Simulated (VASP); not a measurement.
# W (Fmmm) in VASP: notebook

The runs below take W through single point, with PBE.

Everything below comes from runs of VASP 6.6.1. Logs are shortened: lines on timing, memory, paths and dates and some standing lists are left out, and cuts for length are marked.

### 1 The cell of the first run

It takes space group Fmmm (No. 69, orthorhombic). Conventional cell: a = 3.195 Å, b = 4.476 Å, c = 4.560 Å, α = 90.00°, β = 90.00°, γ = 90.00°. Within 3.6 Å of W (site symmetry mmm) lie 14 W at 2.75 to 3.19 Å.

### 2 Single point, PBE (strain +0.0187 x Voigt [0, 0, 0, 1, 0, 0])

Input file INCAR:

```
ALGO     = Fast           # electronic algorithm
EDIFF    = 1E-6           # SCF threshold, eV
ENCUT    = 520            # plane-wave cutoff, eV
GGA      = PE             # functional
ISIF     = 2              # what is computed and relaxed
ISMEAR   = 0              # smearing method
LASPH    = True           # aspherical terms in the spheres
LCHARG   = True           # write CHGCAR
LELF     = True           # ELF
LREAL    = False          # projectors in reciprocal space
LVHAR    = True         
LWAVE    = False          # write WAVECAR
NBANDS   = 13             # bands
NELM     = 100            # most SCF steps
PREC     = Accurate       # precision mode
SIGMA    = 0.15           # smearing width, eV
```

Input file KPOINTS:

```
k-points
0
Gamma
  20 20 20
```

Input file POSCAR:

```
W
1.0
   -1.5973000000      1.6122347550      1.6122347550
    1.5973000000     -1.5823652450      1.5823652450
    1.5973000000      1.5823652450     -1.5823652450
W
1
Direct
    0.0000000000      0.0000000000      0.0000000000
```

Potentials or basis: VASP PAW PBE potentials, release 64 (W_sv).

Command:

```bash
$ cat potpaw_PBE.64/W_sv/POTCAR > POTCAR
$ mpirun -np 1 vasp_std > vasp.out
```

OUTCAR:

```text
EDIFF = 1E-6
   ENCUT = 520
   GGA = PE
   ISIF = 2
   ISMEAR = 0
   LASPH = True
   LREAL = False
   NELM = 100
   PREC = Accurate

 ion  position               nearest neighbor table
   1  0.000  0.000  0.000-

  LATTYP: Found a face centered orthorhombic cell.
 ALAT       =     3.1946000000
 B/A-ratio  =     1.4009906656
 C/A-ratio  =     1.4274364592

  Lattice vectors:

 A1 = (   0.0000000000,   3.1946000000,   0.0298695100)
 A2 = (   1.5973000000,   1.6122347550,   1.6122347550)
 A3 = (   1.5973000000,   1.5823652450,  -1.5823652450)

Analysis of symmetry for initial positions (statically):
=====================================================================
 Subroutine PRICEL returns:
 Original cell was already a primitive cell.

 Routine SETGRP: Setting up the symmetry group for a
 face centered orthorhombic supercell.

 Subroutine GETGRP returns: Found  8 space group operations
 (whereof  8 operations were pure point group operations)
 out of a pool of  8 trial point group operations.

The static configuration has the point symmetry D_2h.

Analysis of symmetry for dynamics (positions and initial velocities):
=====================================================================
 Subroutine PRICEL returns:
 Original cell was already a primitive cell.

 Routine SETGRP: Setting up the symmetry group for a
 face centered orthorhombic supercell.

 Subroutine GETGRP returns: Found  8 space group operations
 (whereof  8 operations were pure point group operations)
 out of a pool of  8 trial point group operations.

The dynamic configuration has the point symmetry D_2h.

 Subroutine INISYM returns: Found  8 space group operations
 (whereof  8 operations are pure point group operations),
 and found     1 'primitive' translations

----------------------------------------------------------------------------------------

                                     Primitive cell

  volume of cell :      16.2998

  direct lattice vectors                    reciprocal lattice vectors
    -1.597300000  1.612234755  1.612234755     0.000000000  0.310128533  0.310128533
     1.597300000 -1.582365245  1.582365245     0.313028235 -0.002927070  0.313055603
     1.597300000  1.582365245 -1.582365245     0.313028235  0.313055603 -0.002927070

  length of vectors
     2.783876632  2.749386627  2.749386627     0.438587978  0.442717805  0.442717805

  position of ions in fractional coordinates (direct lattice)
     0.000000000  0.000000000  0.000000000

  ion indices of the primitive-cell ions
   primitive index   ion index
                 1           1

----------------------------------------------------------------------------------------

 KPOINTS: k-points

Automatic generation of k-mesh.
 Grid dimensions read from file:
 generate k-points for:   20   20   20

 Generating k-lattice:

  Cartesian coordinates                     Fractional coordinates (reciprocal lattice)
     0.000000000  0.015506427  0.015506427     0.050000000  0.000000000  0.000000000
     0.015651412 -0.000146353  0.015652780     0.000000000  0.050000000  0.000000000
     0.015651412  0.015652780 -0.000146353     0.000000000 -0.000000000  0.050000000

  Length of vectors
     0.021929399  0.022135890  0.022135890

  Shift w.r.t. Gamma in fractional coordinates (k-lattice)
     0.000000000  0.000000000  0.000000000

 Subroutine IBZKPT returns following result:
 ===========================================

 Found   1166 irreducible k-points:

 Following reciprocal coordinates:
            Coordinates               Weight
  0.000000  0.000000  0.000000      1.000000
  0.050000  0.000000  0.000000      2.000000
  0.100000  0.000000  0.000000      2.000000
  0.150000  0.000000  0.000000      2.000000
  0.200000  0.000000  0.000000      2.000000
  0.250000  0.000000  0.000000      2.000000
[... 16 lines left out ...]
  0.050000  0.100000  0.000000      8.000000
  0.100000  0.100000  0.000000      8.000000
 [... further k-points ...]
   k-points           NKPTS =   1166   k-points in BZ     NKDIM =   1166   number of bands    NBANDS=     13
   number of dos      NEDOS =    301   number of ions     NIONS =      1
   total plane-waves  NPLWV =   9600
   dimension x,y,z NGX =    24 NGY =   20 NGZ =   20
   dimension x,y,z NGXF=    48 NGYF=   40 NGZF=   40
   ions per type =               1
   NGX,Y,Z   is equivalent  to a cutoff of  14.33, 12.09, 12.09 a.u.
   NGXF,Y,Z  is equivalent  to a cutoff of  28.66, 24.19, 24.19 a.u.
 SYSTEM =  unknown system
   PREC   = accura    normal or accurate (medium, high low for compatibility)
   ISTART =      0    job   : 0-new  1-cont  2-samecut
   ICHARG =      2    charge: 1-file 2-atom 10-const
   ISPIN  =      1    spin polarized calculation?
   LNONCOLLINEAR =      F non collinear calculations
   LSORBIT =      F    spin-orbit coupling
   LASPH  =      T    aspherical Exc in radial PAW
   ENCUT  =  520.0 eV  38.22 Ry    6.18 a.u.   5.18  5.11  5.11*2*pi/ulx,y,z
   NELM   =    100;   NELMIN=  2; NELMDL= -5     # of ELM steps
   EDIFF  = 0.1E-05   stopping-criterion for ELM
   LREAL  =      F    real-space projection
   EDIFFG = 0.1E-04   stopping-criterion for IOM
   NSW    =      0    number of steps for IOM
   IBRION =     -1    ionic relax: 0-MD 1-quasi-New 2-CG
   NFREE  =      0    steps in history (QN), initial steepest desc. (CG)
   ISIF   =      2    stress and relaxation
   ISYM   =      2    0-nonsym 1-usesym 2-fastsym
   POTIM  = 0.5000    time-step for ionic-motion
   TEBEG  =    0.0;   TEEND  =   0.0 temperature during run
   PSTRESS=    0.0 pullay stress
   NELECT =      14.0000    total number of electrons
   NUPDOWN=      -1.0000    fix difference up-down
   EMIN   =  10.00;   EMAX   =-10.00  energy-range for DOS
   EFERMI =   0.00;   METHOD = LEGACY
   ISMEAR =     0;   SIGMA  =   0.15  broadening in eV -4-tet -1-fermi 0-gaus
   EFERMI_NEDOS =   21; number of points for ismear=-14 and -15
   IALGO  =     68    algorithm
   IMIX   =      4    mixing-type and parameters
     AMIX     =   0.40;   BMIX     =  1.00
     AMIX_MAG =   1.60;   BMIX_MAG =  1.00
  volume/ion in A,a.u.               =      16.30       110.00
  Fermi-wavevector in a.u.,A,eV,Ry     =   1.556170  2.940735 32.948749  2.421665
  Thomas-Fermi vector in A             =   2.660005
   LORBIT       =      0    0 simple, 1 ext, 2 COOP (PROOUT), +10 PAW based schemes
   GGA     = PE    functional components
   LHFCALC =     F    Hartree Fock is set to
   AEXX    =    0.0000 exact exchange contribution
   IVDW    =     0    specifies the selected vdW correction
   LEPSILON=     F    determine dielectric tensor
   LRPA    =     F    only Hartree local field effects (RPA)
 non-spin polarized calculation
 RMM-DIIS sequential band-by-band and
 Gauss-broadening in eV      SIGMA  =   0.15
  energy-cutoff  :      520.00
  volume of cell :       16.30
 maximum number of plane-waves:       458
 NGX is ok and might be reduce to    24
   NGX = 11   NGY = 11   NGZ = 11

 number of electron      14.0000001 magnetization

 Free energy of the ion-electron system (eV)
  ---------------------------------------------------
  ext. energy  EPLUGINS =         0.00000000
  ---------------------------------------------------
  free energy    TOTEN  =       -12.95679073 eV

  energy without entropy =      -12.95303117  energy(sigma->0) =      -12.95491095

 E-fermi :  11.0851     XC(G=0): -13.4838

 val. band max:       11.0586425365   @ k =  -0.2000   0.1500   0.1500
 cond. band min:      11.0943684922   @ k =   0.3000  -0.3500   0.2500
 fundamental gap:      0.0357259556
 Fermi energy:        11.0850761489

 k-point     1 :       0.0000    0.0000    0.0000
  band No.  band energies     occupation
      1     -63.1808      2.00000
      2     -26.8094      2.00000
      3     -26.7805      2.00000
      4     -26.7536      2.00000
      5       1.5626      2.00000
      6       9.6982      2.00000
      7       9.8479      2.00000
      8      10.0195      2.00000
      9      13.2400      0.00000
     10      13.2521      0.00000
     11      25.3286      0.00000
     12      25.4997      0.00000
     13      25.6686      0.00000

 k-point     2 :       0.0500    0.0000    0.0000
  band No.  band energies     occupation
      1     -63.1782      2.00000
      2     -26.8391      2.00000
      3     -26.7895      2.00000
      4     -26.7539      2.00000
      5       1.6777      2.00000
      6       9.6310      2.00000
      7       9.8218      2.00000
      8      10.1285      2.00000
      9      13.1559      0.00000
     10      13.2456      0.00000
     11      25.6011      0.00000
     12      25.6940      0.00000
     13      25.7579      0.00000

 k-point     3 :       0.1000    0.0000    0.0000
  band No.  band energies     occupation
      1     -63.1704      2.00000
      2     -26.9247      2.00000
      3     -26.8154      2.00000
      4     -26.7547      2.00000
      5       2.0130      2.00000
      6       9.4422      2.00000
      7       9.7301      2.00000
      8      10.4529      2.00000
      9      12.9383      0.00000
     10      13.2659      0.00000
     11      25.9870      0.00000
     12      26.2635      0.00000
     13      26.3195      0.00000
[... 305 lines left out ...]
 k-point    23 :       0.0500    0.1000    0.0000
  band No.  band energies     occupation
      1     -63.1622      2.00000
      2     -26.9935      2.00000
      3     -26.8351      2.00000
      4     -26.7795      2.00000
      5       2.3449      2.00000
      6       9.3856      2.00000
      7       9.5954      2.00000
      8      10.7324      1.99911
      9      12.6786      0.00000
     10      13.3244      0.00000
     11      26.1490      0.00000
     12      26.7667      0.00000
     13      27.0508      0.00000

 k-point    24 :       0.1000    0.1000    0.0000
  band No.  band energies     occupation
      1     -63.1506      2.00000
      2     -27.1178      2.00000
      3     -26.8640      2.00000
      4     -26.7894      2.00000
      5       2.8526      2.00000
      6       9.1547      2.00000
      7       9.3327      2.00000
      8      11.3293      0.02131
      9      12.4821      0.00000
     10      13.4560      0.00000
     11      26.5769      0.00000
     12      27.2324      0.00000
     13      27.7106      0.00000

 [... further k-points ...]

------------------------ aborting loop because EDIFF is reached ----------------------------------------

  FORCE on cell =-STRESS in cart. coord.  units (eV):
  Direction    XX          YY          ZZ          XY          YZ          ZX
  --------------------------------------------------------------------------------------
  -------------------------------------------------------------------------------------
  Total       -0.2602263     -0.2644815     -0.2644815      0.0000000     -0.2773885      0.0000000
  in kB      -25.5788027    -25.9970666    -25.9970666      0.0000000    -27.2657585      0.0000000
  external PRESSURE =     -25.8576453 kB  Pullay stress =       0.0000000 kB

 VOLUME and BASIS-vectors are now :
 -----------------------------------------------------------------------------
  energy-cutoff  :      520.00
  volume of cell :       16.30
      direct lattice vectors                 reciprocal lattice vectors
    -1.597300000  1.612234755  1.612234755     0.000000000  0.310128533  0.310128533
     1.597300000 -1.582365245  1.582365245     0.313028235 -0.002927070  0.313055603
     1.597300000  1.582365245 -1.582365245     0.313028235  0.313055603 -0.002927070

 POSITION                                       TOTAL-FORCE (eV/Angst)
 -----------------------------------------------------------------------------------
      0.00000      0.00000      0.00000         0.000000      0.000000     -0.000000
 -----------------------------------------------------------------------------------
    total drift:                                0.000000     -0.000000      0.000000

  FREE ENERGIE OF THE ION-ELECTRON SYSTEM (eV)
  ---------------------------------------------------
  free  energy   TOTEN  =       -12.9567907282 eV

  energy  without entropy=      -12.9530311708  energy(sigma->0) =      -12.95491095
```

It took 3.4 min on 1 thread of Intel Xeon 8259CL, shared host; peak memory 0.33 GiB.

Results:

```
Free energy            : -12.9568 eV
Pressure               : -2.6 GPa
Band gap on the k mesh : zero (bands 7 and 8 overlap by 5.86 eV)
```

Levels at points of the mesh, in eV from the Fermi level:
| k point | band 4 | band 5 | band 6 | band 7 | band 8 | band 9 | band 10 | band 11 |
| --- | --- | --- | --- | --- | --- | --- | --- | --- |
| (0.00, 0.00, 0.00) | -37.84 | -9.52 | -1.39 | -1.24 | -1.07 | 2.15 | 2.17 | 14.24 |
| (0.50, 0.00, 0.00) | -37.85 | -6.16 | -3.53 | 0.39 | 2.15 | 3.12 | 5.74 | 10.34 |
| (0.00, 0.50, 0.00) | -37.87 | -6.14 | -3.48 | 0.55 | 2.03 | 2.97 | 5.85 | 10.60 |
| (0.00, 0.50, 0.50) | -37.89 | -6.12 | -3.43 | 0.70 | 1.91 | 2.82 | 5.99 | 10.84 |
| (0.50, 0.50, 0.50) | -38.66 | -5.66 | -5.65 | 4.72 | 4.92 | 5.13 | 7.88 | 7.98 |

Caveat: the cell differs from its parent crystal (strain +0.0187 x Voigt [0, 0, 0, 1, 0, 0]); spin-orbit coupling is left out, which moves the levels of the heavy elements.

### 3 Single point, PBE (strain -0.0750 x Voigt [0, 0, 0, 1, 0, 0])

Input file INCAR:

```
SYSTEM = W
ALGO = Fast ; EDIFF = 1E-6
ENCUT = 520 ; GGA = PE
ISIF = 2 ; ISMEAR = 0
LASPH = .TRUE. ; LCHARG = .TRUE.
LELF = .TRUE. ; LREAL = .FALSE.
LVHAR = .TRUE. ; LWAVE = .FALSE.
NBANDS = 13 ; NELM = 60
PREC = Accurate ; SIGMA = 0.15
```

Input file KPOINTS:

```
k-points
0
G
  20 20 20
  0 0 0
```

Input file POSCAR:

```
W
1.0
   -1.5973000000      1.5374012500      1.5374012500
    1.5973000000     -1.6571987500      1.6571987500
    1.5973000000      1.6571987500     -1.6571987500
W
1
Direct
    0.0000000000      0.0000000000      0.0000000000
```

Potentials or basis: VASP PAW PBE potentials, release 64 (W_sv).

Command:

```bash
$ cat potpaw_PBE.64/W_sv/POTCAR > POTCAR
$ mpirun -np 1 vasp_std > vasp.out
```

OUTCAR:

```text
SYSTEM = W
   EDIFF = 1E-6
   ENCUT = 520
   GGA = PE
   ISIF = 2
   ISMEAR = 0
   LASPH = .TRUE.
   LREAL = .FALSE.
   NELM = 60
   PREC = Accurate

 ion  position               nearest neighbor table
   1  0.000  0.000  0.000-

  LATTYP: Found a face centered orthorhombic cell.
 ALAT       =     3.1946000000
 B/A-ratio  =     1.3611805538
 C/A-ratio  =     1.4672465710

  Lattice vectors:

 A1 = (   0.0000000000,  -0.1197975000,   3.1946000000)
 A2 = (   1.5973000000,  -1.6571987500,   1.6571987500)
 A3 = (   1.5973000000,   1.5374012500,   1.5374012500)

Analysis of symmetry for initial positions (statically):
=====================================================================
 Subroutine PRICEL returns:
 Original cell was already a primitive cell.

 Routine SETGRP: Setting up the symmetry group for a
 face centered orthorhombic supercell.

 Subroutine GETGRP returns: Found  8 space group operations
 (whereof  8 operations were pure point group operations)
 out of a pool of  8 trial point group operations.

The static configuration has the point symmetry D_2h.

Analysis of symmetry for dynamics (positions and initial velocities):
[... 171 lines left out ...]
      5       1.5798      2.00000
      6       9.2319      2.00000
      7       9.7095      2.00000
      8      10.5185      2.00000
      9      13.2921      0.00000
     10      13.4780      0.00000
     11      24.8523      0.00000
     12      25.5547      0.00000
     13      26.2264      0.00000
[... 354 lines left out ...]
  band No.  band energies     occupation
      1     -63.1192      2.00000
      2     -27.0757      2.00000
      3     -26.8906      2.00000
      4     -26.7815      2.00000
      5       2.9592      2.00000
      6       9.3405      2.00000
      7       9.6681      2.00000
      8      11.0164      1.56279
      9      12.1878      0.00000
     10      13.3332      0.00000
     11      26.1885      0.00000
     12      27.6045      0.00000
     13      28.5695      0.00000

 [... further k-points ...]

------------------------ aborting loop because EDIFF is reached ----------------------------------------

  FORCE on cell =-STRESS in cart. coord.  units (eV):
  Direction    XX          YY          ZZ          XY          YZ          ZX
  --------------------------------------------------------------------------------------
  -------------------------------------------------------------------------------------
  Total       -0.0795406     -0.1451765     -0.1451765      0.0000000      1.1023604      0.0000000
  in kB       -7.8287238    -14.2888930    -14.2888930      0.0000000    108.4990345      0.0000000
  external PRESSURE =     -12.1355033 kB  Pullay stress =       0.0000000 kB

 VOLUME and BASIS-vectors are now :
 -----------------------------------------------------------------------------
  energy-cutoff  :      520.00
  volume of cell :       16.28
      direct lattice vectors                 reciprocal lattice vectors
    -1.597300000  1.537401250  1.537401250     0.000000000  0.325224140  0.325224140
     1.597300000 -1.657198750  1.657198750     0.313028235  0.011755089  0.313469051
     1.597300000  1.657198750 -1.657198750     0.313028235  0.313469051  0.011755089

 POSITION                                       TOTAL-FORCE (eV/Angst)
 -----------------------------------------------------------------------------------
      0.00000      0.00000      0.00000        -0.000000      0.000000      0.000000
 -----------------------------------------------------------------------------------
    total drift:                                0.000000      0.000000     -0.000000

  FREE ENERGIE OF THE ION-ELECTRON SYSTEM (eV)
  ---------------------------------------------------
  free  energy   TOTEN  =       -12.9183042254 eV

  energy  without entropy=      -12.9140474299  energy(sigma->0) =      -12.91617583
```

OSZICAR:

```text
N       E                     dE             d eps       ncg     rms          rms(c)
DAV:   1     0.850886911047E+02    0.85089E+02   -0.74964E+03 30488   0.122E+03
DAV:   2    -0.118780050431E+02   -0.96967E+02   -0.93128E+02 34086   0.317E+02
DAV:   3    -0.135449543236E+02   -0.16669E+01   -0.16616E+01 33226   0.402E+01
DAV:   4    -0.135518243662E+02   -0.68700E-02   -0.68699E-02 33596   0.286E+00
DAV:   5    -0.135518838230E+02   -0.59457E-04   -0.59457E-04 33856   0.250E-01    0.200E+01
RMM:   6    -0.130492857593E+02    0.50260E+00   -0.41056E-01 32847   0.599E+00    0.824E+00
RMM:   7    -0.129211517899E+02    0.12813E+00   -0.29823E-01 33034   0.510E+00    0.898E-01
RMM:   8    -0.129185115788E+02    0.26402E-02   -0.12136E-02 37718   0.121E+00    0.263E-01
RMM:   9    -0.129183146237E+02    0.19696E-03   -0.18995E-03 36617   0.521E-01    0.258E-02
RMM:  10    -0.129183132673E+02    0.13564E-05   -0.28985E-04 37939   0.200E-01    0.115E-02
RMM:  11    -0.129183048872E+02    0.83801E-05   -0.28956E-05 39120   0.674E-02    0.382E-03
RMM:  12    -0.129183042254E+02    0.66178E-06   -0.74688E-06 34042   0.329E-02
   1 F= -.12918304E+02 E0= -.12916176E+02  d E =-.425680E-02
```

Wall time 7.9 min (1 thread of Intel Xeon 8259CL, shared host); peak memory 0.33 GiB.

What came out:

```yaml
Free_energy: -12.9183 eV
Pressure: -1.2 GPa
Band_gap_on_the_k_mesh: zero (bands 7 and 8 overlap by 5.12 eV)
```

Stress tensor (GPa, compression positive):
```
-0.78  0.00  0.00
 0.00 -1.43 10.85
 0.00 10.85 -1.43
```

Caveat: the cell differs from its parent crystal (strain -0.0750 x Voigt [0, 0, 0, 1, 0, 0]); spin-orbit coupling is left out, which moves the levels of the heavy elements.
